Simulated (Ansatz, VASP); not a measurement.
# Two plane-wave programs on Si

INCAR

```
SYSTEM = Si
PREC = Accurate
ENCUT = 520
EDIFF = 1E-8
ISMEAR = -1
SIGMA = 0.03
LREAL = .False.
LASPH = .True.
NELM = 60
ALGO = Normal
ISIF = 2
LWAVE = .False.
LCHARG = .False.
GGA = PE
LEFG = .True.
NBANDS = 8
```

File KPOINTS:

```
regular mesh
0
Gamma
  14 14 14
  0 0 0
```

Contents of POSCAR:

```
Si
1.0
    2.5657244225      0.0000000000      0.0000000000
    0.0000000000      2.5657244225      0.0000000000
    0.0000000000      0.0000000000      2.5657244225
Si
1
Direct
    0.0000000000      0.0000000000      0.0000000000
```

Input for Ansatz:

```yaml
crystal:
  lattice:
    - [2.5657244225, 0.0, 0.0]
    - [0.0, 2.5657244225, 0.0]
    - [0.0, 0.0, 2.5657244225]
  atoms:
    - { symbol: Si, position: [0.0, 0.0, 0.0] }
kpoints:
  mp_grid: { grid: [14, 14, 14] }
scf:
  occupations: { method: fermi_dirac, width: 0.03 }
hamiltonian:
  xc: pbe
  pseudopotentials: { kind: paw }
output:
  forces: true
  stress: true
  eigenvalues: true
  efg: { contact_densities: true }
```

Change from the starting cell: volume scaled by 1.04, PAW files.

Alike in both runs: task electric field gradients; functional PBE; k mesh 14 × 14 × 14; occupations fermi-dirac, width 0.03 eV; no spin polarisation.

|  | VASP | Ansatz |
| --- | --- | --- |
| version | VASP 6.6.1 | Ansatz 0.2.0 |
| potentials or method | VASP PAW PBE potentials, release 64 (Si) | PAW with Ansatz's default frozen-core files, scalar-relativistic |
| plane-wave cutoff (eV) | 520 | 420 |
| valence electrons in the cell | 4 | 4 |

Ansatz gave:

```
pressure (GPa) : -3.6
```

Problem. Which values does VASP return?

Solution. Pressure (GPa): -3.7.
